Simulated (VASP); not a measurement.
# Si (C2/m) in VASP: single point with LDA

Aim: the single point of Si with LDA.

All numbers are computed with VASP 6.6.1; they aren't measurements. Logs are shortened: lines on timing, memory, paths and dates and some standing lists are left out, and cuts for length are marked.

### 1 The cell of the first run

Symmetry: C2/m, No. 12, monoclinic system. The conventional cell has a = 4.185 Å, b = 3.271 Å, c = 4.185 Å, α = 90.00°, β = 102.84°, γ = 90.00°. Si (site symmetry m) has 14 Si at 2.58 to 3.31 Å within 3.4 Å.

### 2 Single point, LDA

Contents of INCAR:

```
SYSTEM = Si
PREC = Accurate ; ENCUT = 520
EDIFF = 1E-6 ; ISMEAR = 0
SIGMA = 0.15 ; LREAL = .FALSE.
LASPH = .TRUE. ; NELM = 100
ALGO = Normal ; ISIF = 2
LWAVE = .FALSE. ; LCHARG = .FALSE.
GGA = CA ; NBANDS = 11
```

Contents of KPOINTS:

```
regular mesh
0
G
  24 24 14
  0 0 0
```

Contents of POSCAR:

```
Si
1.0
   -1.6356629409     -1.6356629409      1.3048122898
   -1.6356629409      1.6356629409      1.3048122898
   -3.2713258818      0.0000000000     -2.6096245796
Si
2
Direct
    0.5057622754      0.5057622754      0.5007508248
   -0.0057622754     -0.0057622754     -0.0007508248
```

Potentials or basis: VASP PAW LDA potentials, release 64 (Si).

On the command line:

```
cat potpaw_LDA.64/Si/POTCAR > POTCAR
mpirun -np 1 vasp_std > vasp.out
```

OUTCAR:

```text
SYSTEM = Si
   PREC = Accurate
   ENCUT = 520
   EDIFF = 1E-6
   ISMEAR = 0
   LREAL = .FALSE.
   LASPH = .TRUE.
   NELM = 100
   ISIF = 2
   GGA = CA

 ion  position               nearest neighbor table
   1  0.506  0.506  0.501-   2 2.58   2 2.64   2 2.64   2 2.64   2 2.67   2 2.67
   2  0.994  0.994  0.999-   1 2.58   1 2.64   1 2.64   1 2.64   1 2.67   1 2.67

  LATTYP: Found a base centered monoclinic cell.
 ALAT       =     4.1846999261
 B/A-ratio  =     0.7817348770
 C/A-ratio  =     1.0000000000
 COS(beta)  =    -0.2222188357

  Lattice vectors:

 A1 = (   1.6356629409,   1.6356629409,  -1.3048122898)
 A2 = (   1.6356629409,  -1.6356629409,  -1.3048122898)
 A3 = (  -3.2713258818,   0.0000000000,  -2.6096245796)

Analysis of symmetry for initial positions (statically):
=====================================================================
 Subroutine PRICEL returns:
 Original cell was already a primitive cell.

 Routine SETGRP: Setting up the symmetry group for a
 base centered monoclinic supercell.

 Subroutine GETGRP returns: Found  4 space group operations
 (whereof  2 operations were pure point group operations)
 out of a pool of  4 trial point group operations.

The static configuration has the point symmetry C_1h.
 The point group associated with its full space group is C_2h.

Analysis of symmetry for dynamics (positions and initial velocities):
=====================================================================
 Subroutine PRICEL returns:
 Original cell was already a primitive cell.

 Routine SETGRP: Setting up the symmetry group for a
 base centered monoclinic supercell.

 Subroutine GETGRP returns: Found  4 space group operations
 (whereof  2 operations were pure point group operations)
 out of a pool of  4 trial point group operations.

The dynamic configuration has the point symmetry C_1h.
 The point group associated with its full space group is C_2h.

 Subroutine INISYM returns: Found  4 space group operations
 (whereof  2 operations are pure point group operations),
 and found     1 'primitive' translations

----------------------------------------------------------------------------------------

                                     Primitive cell

  volume of cell :      27.9271

  direct lattice vectors                    reciprocal lattice vectors
    -1.635662941 -1.635662941  1.304812290    -0.152843226 -0.305686451  0.191598441
    -1.635662941  1.635662941  1.304812290    -0.152843226  0.305686451  0.191598441
    -3.271325882  0.000000000 -2.609624580    -0.152843226  0.000000000 -0.191598441

  length of vectors
     2.655809034  2.655809034  4.184699926     0.391810184  0.391810184  0.245093888

  position of ions in fractional coordinates (direct lattice)
     0.505762275  0.505762275  0.500750825
     0.994237725  0.994237725  0.999249175

  ion indices of the primitive-cell ions
   primitive index   ion index
                 1           1
                 2           2

----------------------------------------------------------------------------------------

 KPOINTS: regular mesh

Automatic generation of k-mesh.
 Grid dimensions read from file:
 generate k-points for:   24   24   14

 Generating k-lattice:

  Cartesian coordinates                     Fractional coordinates (reciprocal lattice)
    -0.006368468 -0.012736935  0.007983268     0.041666667  0.000000000 -0.000000000
    -0.006368468  0.012736935  0.007983268     0.000000000  0.041666667 -0.000000000
    -0.010917373  0.000000000 -0.013685603    -0.000000000 -0.000000000  0.071428571

  Length of vectors
     0.016325424  0.016325424  0.017506706

  Shift w.r.t. Gamma in fractional coordinates (k-lattice)
     0.000000000  0.000000000  0.000000000

 Subroutine IBZKPT returns following result:
 ===========================================

 Found   2114 irreducible k-points:

 Following reciprocal coordinates:
            Coordinates               Weight
  0.000000  0.000000  0.000000      1.000000
  0.041667 -0.000000  0.000000      4.000000
  0.083333 -0.000000  0.000000      4.000000
  0.125000 -0.000000  0.000000      4.000000
  0.166667 -0.000000  0.000000      4.000000
  0.208333 -0.000000  0.000000      4.000000
[... 16 lines left out ...]
  0.416667  0.041667  0.000000      4.000000
  0.458333  0.041667  0.000000      4.000000
 [... further k-points ...]
   k-points           NKPTS =   2114   k-points in BZ     NKDIM =   2114   number of bands    NBANDS=     11
   number of dos      NEDOS =    301   number of ions     NIONS =      2
   total plane-waves  NPLWV =  12800
   dimension x,y,z NGX =    20 NGY =   20 NGZ =   32
   dimension x,y,z NGXF=    40 NGYF=   40 NGZF=   64
   ions per type =               2
   NGX,Y,Z   is equivalent  to a cutoff of  12.52, 12.52, 12.71 a.u.
   NGXF,Y,Z  is equivalent  to a cutoff of  25.04, 25.04, 25.43 a.u.
 SYSTEM =  Si
   PREC   = accura    normal or accurate (medium, high low for compatibility)
   ISTART =      0    job   : 0-new  1-cont  2-samecut
   ICHARG =      2    charge: 1-file 2-atom 10-const
   ISPIN  =      1    spin polarized calculation?
   LNONCOLLINEAR =      F non collinear calculations
   LSORBIT =      F    spin-orbit coupling
   LASPH  =      T    aspherical Exc in radial PAW
   ENCUT  =  520.0 eV  38.22 Ry    6.18 a.u.   4.94  4.94  7.78*2*pi/ulx,y,z
   NELM   =    100;   NELMIN=  2; NELMDL= -5     # of ELM steps
   EDIFF  = 0.1E-05   stopping-criterion for ELM
   LREAL  =      F    real-space projection
   EDIFFG = 0.1E-04   stopping-criterion for IOM
   NSW    =      0    number of steps for IOM
   IBRION =     -1    ionic relax: 0-MD 1-quasi-New 2-CG
   NFREE  =      0    steps in history (QN), initial steepest desc. (CG)
   ISIF   =      2    stress and relaxation
   ISYM   =      2    0-nonsym 1-usesym 2-fastsym
   POTIM  = 0.5000    time-step for ionic-motion
   TEBEG  =    0.0;   TEEND  =   0.0 temperature during run
   PSTRESS=    0.0 pullay stress
   NELECT =       8.0000    total number of electrons
   NUPDOWN=      -1.0000    fix difference up-down
   EMIN   =  10.00;   EMAX   =-10.00  energy-range for DOS
   EFERMI =   0.00;   METHOD = LEGACY
   ISMEAR =     0;   SIGMA  =   0.15  broadening in eV -4-tet -1-fermi 0-gaus
   EFERMI_NEDOS =   21; number of points for ismear=-14 and -15
   IALGO  =     38    algorithm
   IMIX   =      4    mixing-type and parameters
     AMIX     =   0.40;   BMIX     =  1.00
     AMIX_MAG =   1.60;   BMIX_MAG =  1.00
  volume/ion in A,a.u.               =      13.96        94.23
  Fermi-wavevector in a.u.,A,eV,Ry     =   1.079186  2.039366 15.845920  1.164642
  Thomas-Fermi vector in A             =   2.215144
   LORBIT       =      0    0 simple, 1 ext, 2 COOP (PROOUT), +10 PAW based schemes
   GGA     = CA    functional components
   LHFCALC =     F    Hartree Fock is set to
   AEXX    =    0.0000 exact exchange contribution
   IVDW    =     0    specifies the selected vdW correction
   LEPSILON=     F    determine dielectric tensor
   LRPA    =     F    only Hartree local field effects (RPA)
 non-spin polarized calculation
 Gauss-broadening in eV      SIGMA  =   0.15
  energy-cutoff  :      520.00
  volume of cell :       27.93
 maximum number of plane-waves:       770
   NGX =  9   NGY =  9   NGZ = 15

 number of electron       8.0000000 magnetization

 Free energy of the ion-electron system (eV)
  ---------------------------------------------------
  ext. energy  EPLUGINS =         0.00000000
  ---------------------------------------------------
  free energy    TOTEN  =       -11.13257071 eV

  energy without entropy =      -11.12366283  energy(sigma->0) =      -11.12811677

 E-fermi :  10.5429     XC(G=0): -11.3961

 val. band max:       10.5419414925   @ k =  -0.0833  -0.2083   0.2143
 cond. band min:      10.5465755515   @ k =   0.2500   0.2500   0.3571
 fundamental gap:      0.0046340590
 Fermi energy:        10.5429062036

 k-point     1 :       0.0000    0.0000    0.0000
  band No.  band energies     occupation
      1      -4.1470      2.00000
      2       4.1685      2.00000
      3       4.5907      2.00000
      4      15.2893      0.00000
      5      16.8227      0.00000
      6      16.9766      0.00000
      7      19.7898      0.00000
      8      19.9233      0.00000
      9      20.3763      0.00000
     10      20.3920      0.00000
     11      23.2615      0.00000

 k-point     2 :       0.0417   -0.0000    0.0000
  band No.  band energies     occupation
      1      -4.1085      2.00000
      2       4.1517      2.00000
      3       4.6804      2.00000
      4      14.7785      0.00000
      5      16.1596      0.00000
      6      17.8683      0.00000
      7      19.0190      0.00000
      8      20.1797      0.00000
      9      20.3065      0.00000
     10      21.1587      0.00000
     11      23.2652      0.00000

 k-point     3 :       0.0833   -0.0000    0.0000
  band No.  band energies     occupation
      1      -3.9930      2.00000
      2       4.1433      2.00000
      3       4.9073      2.00000
      4      13.5418      0.00000
      5      15.9416      0.00000
      6      17.8662      0.00000
      7      18.5535      0.00000
      8      20.1109      0.00000
      9      21.2441      0.00000
     10      21.9315      0.00000
     11      22.8502      0.00000
[... 267 lines left out ...]
 k-point    23 :       0.4167    0.0417    0.0000
  band No.  band energies     occupation
      1      -0.4629      2.00000
      2       3.4379      2.00000
      3       6.3581      2.00000
      4       9.6173      2.00000
      5       9.8300      2.00000
      6      13.6069      0.00000
      7      17.1989      0.00000
      8      17.7270      0.00000
      9      20.6693      0.00000
     10      21.6227      0.00000
     11      23.2385      0.00000

 k-point    24 :       0.4583    0.0417    0.0000
  band No.  band energies     occupation
      1       0.3089      2.00000
      2       2.4621      2.00000
      3       6.9097      2.00000
      4       8.9931      2.00000
      5      10.5125      1.22558
      6      12.5276      0.00000
      7      16.6488      0.00000
      8      17.9008      0.00000
      9      20.5018      0.00000
     10      21.7838      0.00000
     11      24.1218      0.00000

 [... further k-points ...]

------------------------ aborting loop because EDIFF is reached ----------------------------------------

  FORCE on cell =-STRESS in cart. coord.  units (eV):
  Direction    XX          YY          ZZ          XY          YZ          ZX
  --------------------------------------------------------------------------------------
  -------------------------------------------------------------------------------------
  Total       -0.0388753      0.0038919      0.0379733      0.0000000      0.0000000     -0.0045768
  in kB       -2.2302752      0.2232773      2.1785285      0.0000000      0.0000000     -0.2625724
  external PRESSURE =       0.0571769 kB  Pullay stress =       0.0000000 kB

 VOLUME and BASIS-vectors are now :
 -----------------------------------------------------------------------------
  energy-cutoff  :      520.00
  volume of cell :       27.93
      direct lattice vectors                 reciprocal lattice vectors
    -1.635662941 -1.635662941  1.304812290    -0.152843226 -0.305686451  0.191598441
    -1.635662941  1.635662941  1.304812290    -0.152843226  0.305686451  0.191598441
    -3.271325882  0.000000000 -2.609624580    -0.152843226  0.000000000 -0.191598441

 POSITION                                       TOTAL-FORCE (eV/Angst)
 -----------------------------------------------------------------------------------
     -3.29263      0.00000      0.01308         0.012797      0.000000     -0.007796
     -6.52135      0.00000     -0.01308        -0.012797      0.000000      0.007796
 -----------------------------------------------------------------------------------
    total drift:                                0.000000     -0.000000      0.000000

  FREE ENERGIE OF THE ION-ELECTRON SYSTEM (eV)
  ---------------------------------------------------
  free  energy   TOTEN  =       -11.1325707072 eV

  energy  without entropy=      -11.1236628346  energy(sigma->0) =      -11.12811677
```

Run time: 3.8 min. Hardware: 1 thread of Intel Xeon Platinum 8259CL at 2.50GHz (Skylake/Cascade Lake), shared host; peak memory 0.55 GiB.

What came out:

| Property | Result |
| --- | --- |
| Free energy | -11.1326 eV |
| Pressure | 0.0 GPa |
| Largest force | 0.015 eV/Å |
| Band gap on the k mesh | zero (bands 4 and 5 overlap by 8.87 eV) |

Forces on the atoms (eV/Å):
```
Si   0.013  0.000 -0.008
Si  -0.013  0.000  0.008
```

Levels at points of the mesh, in eV from the Fermi level:
```tsv
k point	band 1	band 2	band 3	band 4	band 5	band 6	band 7	band 8
(0.00, 0.00, 0.00)	-14.69	-6.37	-5.95	4.75	6.28	6.43	9.25	9.38
(0.50, 0.00, 0.00)	-9.29	-9.19	-2.73	-2.63	0.86	0.95	6.78	6.86
(0.50, 0.50, 0.00)	-6.37	-5.95	-2.51	-2.50	-1.75	1.16	4.63	4.75
(0.00, 0.00, 0.50)	-12.54	-12.51	3.88	3.89	5.45	5.58	7.29	7.41
(0.50, 0.00, 0.50)	-8.64	-7.40	-6.37	-5.95	4.75	6.28	6.43	9.21
(0.50, 0.50, 0.50)	-6.02	-6.01	-2.33	-2.14	-0.55	-0.49	1.66	1.68
```
